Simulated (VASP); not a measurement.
# Si13Sn3 (P1) in VASP: settings compared

Si13Sn3 is run at these levels: PBEsol, HSE06; tasks: relaxation of volume and atoms at fixed shape, single point.

Everything below comes from runs of VASP 6.6.1. Logs are shortened: lines on timing, memory, paths and dates and some standing lists are left out, and cuts for length are marked.

**1. The cell of the first run**

The typed cell holds 64 atoms: a = 11.286 Å, b = 11.286 Å, c = 11.286 Å, α = 90.00°, β = 90.00°, γ = 90.00°.

**2. Relaxation of volume and atoms at fixed shape, PBEsol**

Contents of INCAR:

```
PREC     = Accurate       # precision mode
ENCUT    = 600            # plane-wave cutoff, eV
EDIFF    = 1E-6           # SCF threshold, eV
ISMEAR   = -1             # smearing method
SIGMA    = 0.05           # smearing width, eV
LREAL    = Auto         
LASPH    = True           # aspherical terms in the spheres
NELM     = 100            # most SCF steps
ALGO     = Normal         # electronic algorithm
ISIF     = 8              # what is computed and relaxed
LWAVE    = False          # write WAVECAR
LCHARG   = False          # write CHGCAR
GGA      = PS             # functional
IBRION   = 2              # ionic algorithm
NSW      = 100            # ionic steps
EDIFFG   = -0.03          # ionic threshold
LUSENCCL = False
```

Contents of KPOINTS:

```
Automatic mesh
0
Gamma
  1 1 1
  0.5 0.5 0.5
```

Contents of POSCAR:

```
Si13Sn3
1.0
   11.2861300000      0.0000000000      0.0000000000
    0.0000000000     11.2861300000      0.0000000000
    0.0000000000      0.0000000000     11.2861300000
Si Sn
52 12
Direct
    0.9992530000      0.9978850000      0.0012190000
    0.0016940000      0.9954600000      0.5001000000
    0.9989100000      0.5004820000      0.0009490000
    0.9951380000      0.4985450000      0.5024570000
    0.4988280000      0.0015360000      0.0005870000
    0.4988180000      0.9994520000      0.5024950000
    0.4986260000      0.5011870000      0.9997960000
    0.5019210000      0.5011030000      0.5016440000
    0.1256560000      0.1263640000      0.1236950000
    0.1247740000      0.6235110000      0.1250740000
    0.1237410000      0.6281260000      0.6239900000
    0.6275730000      0.1235860000      0.6255560000
    0.6246170000      0.6234610000      0.1268910000
    0.6236820000      0.6254880000      0.6261160000
    0.2508030000      0.2474700000      0.4996720000
    0.2527310000      0.7488590000      0.0007920000
    0.2516860000      0.7497030000      0.4996120000
    0.7488320000      0.2504970000      0.5010550000
    0.7511140000      0.7493740000      0.0019560000
    0.7487810000      0.7491730000      0.5006300000
    0.3786680000      0.3732650000      0.6252040000
    0.3734680000      0.8784870000      0.1262560000
    0.3792910000      0.8724240000      0.6258210000
    0.8788970000      0.3760850000      0.1235110000
    0.8745220000      0.8740660000      0.1234250000
    0.8764410000      0.8746260000      0.6245540000
    0.2487810000      0.9998180000      0.2469210000
    0.2509790000      0.4970240000      0.2504530000
    0.2488820000      0.4999260000      0.7546390000
    0.7497270000      0.0009550000      0.2483010000
    0.7497740000      0.9968520000      0.7528730000
    0.7519310000      0.5028970000      0.2520150000
    0.7492760000      0.5004860000      0.7480010000
    0.3769850000      0.1257160000      0.3739580000
    0.3746730000      0.6262070000      0.3728280000
    0.3721930000      0.6254330000      0.8712280000
    0.8753960000      0.1265920000      0.3791380000
    0.8743170000      0.6233950000      0.3720910000
    0.8766070000      0.6230280000      0.8745500000
    0.0016300000      0.2513990000      0.2483750000
    0.9994570000      0.7461120000      0.2501520000
    0.9978110000      0.7502300000      0.7498880000
    0.4966930000      0.2479210000      0.7506120000
    0.4994530000      0.7517800000      0.2505350000
    0.5024070000      0.7506840000      0.7474530000
    0.1252090000      0.3755730000      0.3723600000
    0.1254710000      0.8742680000      0.3768000000
    0.1277390000      0.8768230000      0.8748110000
    0.6236580000      0.3727890000      0.3741720000
    0.6250870000      0.3735700000      0.8757790000
    0.6242710000      0.8764610000      0.3757000000
    0.6209290000      0.8746690000      0.8741500000
    0.1240420000      0.1252610000      0.6277170000
    0.6209280000      0.1256960000      0.1261380000
    0.2478430000      0.2502910000      0.9998890000
    0.7498840000      0.2478220000      0.0026850000
    0.3748910000      0.3753540000      0.1241840000
    0.8764260000      0.3747120000      0.6230840000
    0.2514550000      0.9995530000      0.7486980000
    0.3759470000      0.1251110000      0.8757410000
    0.8755840000      0.1258660000      0.8750630000
    0.9995110000      0.2501860000      0.7502990000
    0.4998830000      0.2514340000      0.2505300000
    0.1247190000      0.3750150000      0.8725920000
```

Potentials or basis: VASP PAW PBE potentials, release 64 (Si, Sn_d).

Launch:

```sh
cat potpaw_PBE.64/Si/POTCAR potpaw_PBE.64/Sn_d/POTCAR > POTCAR
mpirun -np 1 vasp_std > vasp.out
```

OUTCAR:

```text
PREC = Accurate
   ENCUT = 600
   EDIFF = 1E-6
   ISMEAR = -1
   LREAL = Auto
   LASPH = True
   NELM = 100
   ISIF = 8
   GGA = PS
   IBRION = 2
   NSW = 100
   EDIFFG = -0.03

 ion  position               nearest neighbor table
   1  0.999  0.998  0.001-  25 2.42  48 2.45   9 2.46  61 2.46
   2  0.002  0.995  0.500-  47 2.40  26 2.41  37 2.47  53 2.48
   3  0.999  0.500  0.001-  24 2.39  39 2.42  10 2.43  64 2.47
   4  0.995  0.499  0.502-  58 2.37  38 2.45  11 2.48  46 2.50
   5  0.499  0.002  0.001-  60 2.42  54 2.42  22 2.44  52 2.45
   6  0.499  0.999  0.502-  23 2.41  51 2.45  12 2.45  34 2.45
[... 56 lines left out ...]
  63  0.500  0.251  0.251-  49 2.40  54 2.42  34 2.42  57 2.45
  64  0.125  0.375  0.873-  29 2.39  62 2.43  55 2.44   3 2.47

  LATTYP: Found a simple cubic cell.
 ALAT       =    11.2861300000

  Lattice vectors:

 A1 = (  11.2861300000,   0.0000000000,   0.0000000000)
 A2 = (   0.0000000000,  11.2861300000,   0.0000000000)
 A3 = (   0.0000000000,   0.0000000000,  11.2861300000)

Analysis of symmetry for initial positions (statically):
=====================================================================
 Subroutine PRICEL returns:
 Original cell was already a primitive cell.

 Routine SETGRP: Setting up the symmetry group for a
 simple cubic supercell.

 Subroutine GETGRP returns: Found  1 space group operations
 (whereof  1 operations were pure point group operations)
 out of a pool of 48 trial point group operations.

The static configuration has the point symmetry C_1 .

Analysis of symmetry for dynamics (positions and initial velocities):
=====================================================================
 Subroutine PRICEL returns:
 Original cell was already a primitive cell.

 Routine SETGRP: Setting up the symmetry group for a
 simple cubic supercell.

 Subroutine GETGRP returns: Found  1 space group operations
 (whereof  1 operations were pure point group operations)
 out of a pool of 48 trial point group operations.

The dynamic configuration has the point symmetry C_1 .

 Subroutine INISYM returns: Found  1 space group operations
 (whereof  1 operations are pure point group operations),
 and found     1 'primitive' translations

----------------------------------------------------------------------------------------

                                     Primitive cell

  volume of cell :    1437.5903

  direct lattice vectors                    reciprocal lattice vectors
    11.286130000  0.000000000  0.000000000     0.088604331  0.000000000  0.000000000
     0.000000000 11.286130000  0.000000000     0.000000000  0.088604331  0.000000000
     0.000000000  0.000000000 11.286130000     0.000000000  0.000000000  0.088604331

  length of vectors
    11.286130000 11.286130000 11.286130000     0.088604331  0.088604331  0.088604331

  position of ions in fractional coordinates (direct lattice)
     0.999253000  0.997885000  0.001219000
     0.001694000  0.995460000  0.500100000
     0.998910000  0.500482000  0.000949000
     0.995138000  0.498545000  0.502457000
     0.498828000  0.001536000  0.000587000
     0.498818000  0.999452000  0.502495000
[... 56 lines left out ...]
     0.499883000  0.251434000  0.250530000
     0.124719000  0.375015000  0.872592000

  ion indices of the primitive-cell ions
   primitive index   ion index
                 1           1
                 2           2
                 3           3
                 4           4
                 5           5
                 6           6
[... 56 lines left out ...]
                63          63
                64          64
[... 24 lines left out ...]

 Found      1 irreducible k-points:

 Following reciprocal coordinates:
            Coordinates               Weight
  0.500000  0.500000  0.500000      1.000000
   k-points           NKPTS =      1   k-points in BZ     NKDIM =      1   number of bands    NBANDS=    225
   number of dos      NEDOS =    301   number of ions     NIONS =     64
   total plane-waves  NPLWV = 729000
   dimension x,y,z NGX =    90 NGY =   90 NGZ =   90
   dimension x,y,z NGXF=   180 NGYF=  180 NGZF=  180
   ions per type =              52  12
   NGX,Y,Z   is equivalent  to a cutoff of  13.26, 13.26, 13.26 a.u.
   NGXF,Y,Z  is equivalent  to a cutoff of  26.51, 26.51, 26.51 a.u.
 SYSTEM =  unknown system
   PREC   = accura    normal or accurate (medium, high low for compatibility)
   ISTART =      0    job   : 0-new  1-cont  2-samecut
   ICHARG =      2    charge: 1-file 2-atom 10-const
   ISPIN  =      1    spin polarized calculation?
   LNONCOLLINEAR =      F non collinear calculations
   LSORBIT =      F    spin-orbit coupling
   LASPH  =      T    aspherical Exc in radial PAW
   ENCUT  =  600.0 eV  44.10 Ry    6.64 a.u.  22.54 22.54 22.54*2*pi/ulx,y,z
   NELM   =    100;   NELMIN=  2; NELMDL= -5     # of ELM steps
   EDIFF  = 0.1E-05   stopping-criterion for ELM
   LREAL  =      T    real-space projection
   EDIFFG = -.3E-01   stopping-criterion for IOM
   NSW    =    100    number of steps for IOM
   IBRION =      2    ionic relax: 0-MD 1-quasi-New 2-CG
   NFREE  =      1    steps in history (QN), initial steepest desc. (CG)
   ISIF   =      8    stress and relaxation
   ISYM   =      2    0-nonsym 1-usesym 2-fastsym
   POTIM  = 0.5000    time-step for ionic-motion
   TEBEG  =    0.0;   TEEND  =   0.0 temperature during run
   PSTRESS=    0.0 pullay stress
   NELECT =     376.0000    total number of electrons
   NUPDOWN=      -1.0000    fix difference up-down
   EMIN   =  10.00;   EMAX   =-10.00  energy-range for DOS
   EFERMI =   0.00;   METHOD = LEGACY
   ISMEAR =    -1;   SIGMA  =   0.05  broadening in eV -4-tet -1-fermi 0-gaus
   EFERMI_NEDOS =   21; number of points for ismear=-14 and -15
   IALGO  =     38    algorithm
   IMIX   =      4    mixing-type and parameters
     AMIX     =   0.40;   BMIX     =  1.00
     AMIX_MAG =   1.60;   BMIX_MAG =  1.00
  volume/ion in A,a.u.               =      22.46       151.58
  Fermi-wavevector in a.u.,A,eV,Ry     =   1.046949  1.978448 14.913390  1.096103
  Thomas-Fermi vector in A             =   2.181809
   LORBIT       =      0    0 simple, 1 ext, 2 COOP (PROOUT), +10 PAW based schemes
   GGA     = PS    functional components
   LHFCALC =     F    Hartree Fock is set to
   AEXX    =    0.0000 exact exchange contribution
   IVDW    =     0    specifies the selected vdW correction
   LEPSILON=     F    determine dielectric tensor
   LRPA    =     F    only Hartree local field effects (RPA)
 conjugate gradient relaxation of ions
 non-spin polarized calculation
  energy-cutoff  :      600.00
  volume of cell :     1437.59
 maximum number of plane-waves:     47864
   NGX = 45   NGY = 45   NGZ = 45

--------------------------------------- Ionic step        1  -------------------------------------------

 number of electron     375.9999992 magnetization

 Free energy of the ion-electron system (eV)
  ---------------------------------------------------
  ext. energy  EPLUGINS =         0.00000000
  ---------------------------------------------------
  free energy    TOTEN  =      -327.87960223 eV

  energy without entropy =     -327.87960183  energy(sigma->0) =     -327.87960203

------------------------ aborting loop because EDIFF is reached ----------------------------------------

  FORCE on cell =-STRESS in cart. coord.  units (eV):
  Direction    XX          YY          ZZ          XY          YZ          ZX
  --------------------------------------------------------------------------------------
  -------------------------------------------------------------------------------------
  Total       23.1759340     22.6098388     22.7070002      0.1069965     -0.9978336     -1.3907806
  in kB       25.8293027     25.1983964     25.3066815      0.1192463     -1.1120737     -1.5500084
  external PRESSURE =      25.4447935 kB  Pullay stress =       0.0000000 kB
[... 275 lines left out ...]
  FREE ENERGIE OF THE ION-ELECTRON SYSTEM (eV)
  ---------------------------------------------------
  free  energy   TOTEN  =      -334.3562592419 eV

  energy  without entropy=     -334.3561388211  energy(sigma->0) =     -334.35619903

[... ionic steps 4 to 16 ...]

--------------------------------------- Ionic step       17  -------------------------------------------

 number of electron     376.0000019 magnetization

------------------------ aborting loop because EDIFF is reached ----------------------------------------
[... 191 lines left out ...]
--------------------------------------- Ionic step       19  -------------------------------------------

 number of electron     376.0000020 magnetization

 Free energy of the ion-electron system (eV)
  ---------------------------------------------------
  ext. energy  EPLUGINS =         0.00000000
  ---------------------------------------------------
  free energy    TOTEN  =      -337.60359660 eV

  energy without entropy =     -337.59554163  energy(sigma->0) =     -337.59956912

 E-fermi :   6.3295     XC(G=0):  -9.4924

 val. band max:        6.0647661275   @ k =   0.5000   0.5000   0.5000
 cond. band min:       6.6136082265   @ k =   0.5000   0.5000   0.5000
 fundamental gap:      0.5488420989
 Fermi energy:         6.3295342825

 k-point     1 :       0.5000    0.5000    0.5000
  band No.  band energies     occupation
      1     -15.3682      2.00000
      2     -15.3574      2.00000
      3     -15.3366      2.00000
      4     -15.2960      2.00000
      5     -15.2880      2.00000
      6     -15.2572      2.00000
[... 192 lines left out ...]
    199       7.0050      0.00000
    200       7.0302      0.00000
 [bands above 200 left out]

------------------------ aborting loop because EDIFF is reached ----------------------------------------

  FORCE on cell =-STRESS in cart. coord.  units (eV):
  Direction    XX          YY          ZZ          XY          YZ          ZX
  --------------------------------------------------------------------------------------
  -------------------------------------------------------------------------------------
  Total       -0.6251365      1.0293104     -0.1172780      1.4042752     -0.8724977     -0.6832753
  in kB       -0.6986020      1.1502741     -0.1310604      1.5693044     -0.9750329     -0.7635732
  external PRESSURE =       0.1068706 kB  Pullay stress =       0.0000000 kB
[... 79 lines left out ...]
  FREE ENERGIE OF THE ION-ELECTRON SYSTEM (eV)
  ---------------------------------------------------
  free  energy   TOTEN  =      -337.6035966041 eV

  energy  without entropy=     -337.5955416275  energy(sigma->0) =     -337.59956912

 reached required accuracy - stopping structural energy minimisation
```

It took 16 min on 1 × NVIDIA H100 80GB with 1 thread of AMD EPYC 7R13 (Zen 3), shared host; peak memory 2.1 GiB.

Results:

```
Free energy                           : -337.6036 eV
Relaxed volume                        : 22.40 Å³/atom
Relaxed cell                          : a = 11.276 Å, b = 11.276 Å, c = 11.276 Å, α = 90.00°, β = 90.00°, γ = 90.00°
Space group after relaxing (to 0.1 Å) : P1 (No. 1)
Energy gained by relaxing             : 151.9 meV/atom
Ionic steps                           : 19
Pressure after relaxing               : 0.0 GPa
Largest force after relaxing          : 0.030 eV/Å
```

Forces on the atoms (eV/Å):
```
Si  -0.007 -0.008  0.005
Si   0.014 -0.005 -0.009
Si  -0.001  0.008  0.001
Si  -0.003 -0.015  0.002
Si  -0.007  0.009 -0.012
Si   0.003  0.016  0.006
Si  -0.001  0.005 -0.004
Si  -0.013 -0.012  0.003
Si  -0.009 -0.001  0.016
Si  -0.001 -0.002  0.003
Si  -0.003 -0.018  0.004
Si   0.000 -0.009  0.000
Si  -0.003  0.007 -0.018
Si   0.000 -0.007 -0.013
Si   0.008  0.007 -0.017
Si   0.005 -0.005 -0.006
Si  -0.006  0.002 -0.005
Si  -0.007 -0.008 -0.005
Si   0.007 -0.007 -0.011
Si   0.002  0.009  0.005
Si   0.010  0.010 -0.002
Si  -0.006  0.005 -0.014
Si   0.007  0.007 -0.005
Si   0.022 -0.019  0.005
Si  -0.012 -0.009  0.012
Si  -0.005  0.009 -0.013
Si  -0.015 -0.004  0.020
Si   0.002 -0.028  0.005
Si   0.007  0.007  0.015
Si  -0.009  0.013 -0.002
Si  -0.018  0.005  0.001
Si   0.018 -0.005  0.004
Si  -0.002  0.007 -0.002
Si   0.008 -0.014 -0.014
Si  -0.005 -0.012  0.017
Si  -0.010  0.002  0.009
Si   0.003 -0.005  0.008
Si  -0.011 -0.004 -0.002
Si  -0.017 -0.009  0.005
Si   0.007  0.012  0.002
Si   0.012 -0.001  0.007
Si   0.005  0.009  0.022
Si   0.011  0.012 -0.024
Si   0.005  0.004 -0.003
Si   0.007  0.000 -0.002
Si  -0.006  0.002 -0.003
Si  -0.005  0.008  0.000
Si  -0.001  0.007  0.007
Si  -0.012  0.009  0.004
Si  -0.002 -0.014 -0.006
Si  -0.005  0.018  0.009
Si   0.007 -0.016  0.000
Sn  -0.008  0.007  0.016
Sn  -0.001 -0.016 -0.018
Sn   0.006 -0.012  0.005
Sn  -0.001  0.003 -0.011
Sn   0.008  0.006  0.006
Sn   0.021  0.000  0.011
Sn  -0.013  0.024 -0.004
Sn   0.003 -0.002 -0.010
Sn  -0.008 -0.001  0.008
Sn   0.005  0.018  0.005
Sn   0.011  0.004 -0.011
Sn   0.006 -0.001 -0.001
```

Stress tensor (GPa, compression positive):
```
-0.07  0.16 -0.08
 0.16  0.12 -0.10
-0.08 -0.10 -0.01
```

Step by step:
```csv
step,energy change (eV),largest force (eV/Å),pressure (GPa),volume (Å³)
1,0.0000,3.8352,2.54,1437.59
2,-6.3453,1.5777,-3.01,1513.10
3,-6.4767,1.4316,-3.73,1526.31
4,-8.9688,0.9135,0.42,1430.25
5,-8.9980,0.9469,1.04,1418.89
6,-9.5254,0.4056,0.24,1430.02
7,-9.5889,0.3877,-0.11,1435.48
8,-9.6783,0.1654,0.01,1433.67
9,-9.6834,0.1655,0.05,1433.12
10,-9.7023,0.0888,-0.03,1434.48
11,-9.7069,0.0874,-0.08,1435.49
12,-9.7143,0.0531,0.07,1432.80
13,-9.7147,0.0493,0.11,1432.08
14,-9.7179,0.0458,-0.08,1435.32
15,-9.7180,0.0455,-0.06,1435.11
16,-9.7208,0.0365,-0.02,1434.26
17,-9.7214,0.0654,0.04,1433.24
18,-9.7216,0.0562,0.02,1433.53
19,-9.7240,0.0298,0.01,1433.69
```

Final structure:
```cif
data_structure
_symmetry_space_group_name_H-M 'P 1'
_symmetry_Int_Tables_number 1
_cell_length_a 11.2759
_cell_length_b 11.2759
_cell_length_c 11.2759
_cell_angle_alpha 90.000
_cell_angle_beta 90.000
_cell_angle_gamma 90.000
_cell_volume 1433.69
loop_
_atom_site_label
_atom_site_type_symbol
_atom_site_fract_x
_atom_site_fract_y
_atom_site_fract_z
_atom_site_occupancy
Si1 Si 0.00412 0.98008 0.01800 1
Si2 Si 0.98853 0.98753 0.48765 1
Si3 Si 0.99125 0.51878 0.01456 1
Si4 Si 0.00881 0.51110 0.49113 1
Si5 Si 0.50235 0.97264 0.99925 1
Si6 Si 0.49942 0.99551 0.49914 1
Si7 Si 0.50633 0.51838 0.98749 1
Si8 Si 0.50448 0.50616 0.49984 1
Si9 Si 0.11377 0.11016 0.14311 1
Si10 Si 0.12227 0.63246 0.13116 1
Si11 Si 0.12894 0.63146 0.62192 1
Si12 Si 0.62314 0.12308 0.61807 1
Si13 Si 0.62834 0.62834 0.12418 1
Si14 Si 0.62370 0.63022 0.62483 1
Si15 Si 0.25946 0.26209 0.48870 1
Si16 Si 0.24926 0.74332 0.00375 1
Si17 Si 0.25206 0.74986 0.49671 1
Si18 Si 0.74330 0.24022 0.49015 1
Si19 Si 0.75046 0.75184 0.00122 1
Si20 Si 0.74951 0.74660 0.50021 1
Si21 Si 0.38053 0.38157 0.61690 1
Si22 Si 0.37111 0.86760 0.12728 1
Si23 Si 0.38645 0.86008 0.61358 1
Si24 Si 0.88269 0.38723 0.13913 1
Si25 Si 0.87550 0.86429 0.13182 1
Si26 Si 0.87115 0.86858 0.62266 1
Si27 Si 0.24740 0.99279 0.25635 1
Si28 Si 0.23932 0.51607 0.25923 1
Si29 Si 0.26283 0.51430 0.73805 1
Si30 Si 0.76132 0.98339 0.26010 1
Si31 Si 0.73747 0.98615 0.73929 1
Si32 Si 0.75284 0.50586 0.25533 1
Si33 Si 0.74193 0.51847 0.75391 1
Si34 Si 0.36610 0.11452 0.38524 1
Si35 Si 0.37480 0.62749 0.37640 1
Si36 Si 0.37718 0.63446 0.86933 1
Si37 Si 0.87226 0.12078 0.37295 1
Si38 Si 0.87776 0.62971 0.37456 1
Si39 Si 0.87104 0.63048 0.87958 1
Si40 Si 0.99849 0.24906 0.25723 1
Si41 Si 0.00004 0.74909 0.25200 1
Si42 Si 0.99668 0.74631 0.75162 1
Si43 Si 0.51090 0.26255 0.73489 1
Si44 Si 0.49978 0.74822 0.25044 1
Si45 Si 0.50188 0.74801 0.74552 1
Si46 Si 0.12708 0.37888 0.37261 1
Si47 Si 0.12283 0.86863 0.37424 1
Si48 Si 0.11699 0.85756 0.88799 1
Si49 Si 0.63421 0.38407 0.38432 1
Si50 Si 0.61822 0.39349 0.86186 1
Si51 Si 0.62634 0.87042 0.37706 1
Si52 Si 0.62432 0.86328 0.87028 1
Sn1 Sn 0.12773 0.12076 0.60062 1
Sn2 Sn 0.62748 0.10400 0.12961 1
Sn3 Sn 0.24136 0.24079 0.01244 1
Sn4 Sn 0.74781 0.26851 0.00047 1
Sn5 Sn 0.37667 0.39913 0.12842 1
Sn6 Sn 0.86082 0.38925 0.61200 1
Sn7 Sn 0.25046 0.97615 0.74737 1
Sn8 Sn 0.39492 0.12238 0.87116 1
Sn9 Sn 0.87237 0.10054 0.87975 1
Sn10 Sn 0.99720 0.25153 0.74668 1
Sn11 Sn 0.49950 0.24960 0.26838 1
Sn12 Sn 0.12563 0.40128 0.87775 1
```

Caveat: the k points lie up to 0.56 Å⁻¹ apart in the final cell; the PAW data sets were made with another functional, which shifts forces and pressure a little; spin-orbit coupling is left out, which moves the levels of the heavy elements.

(Part 1 of 2 ends here.)
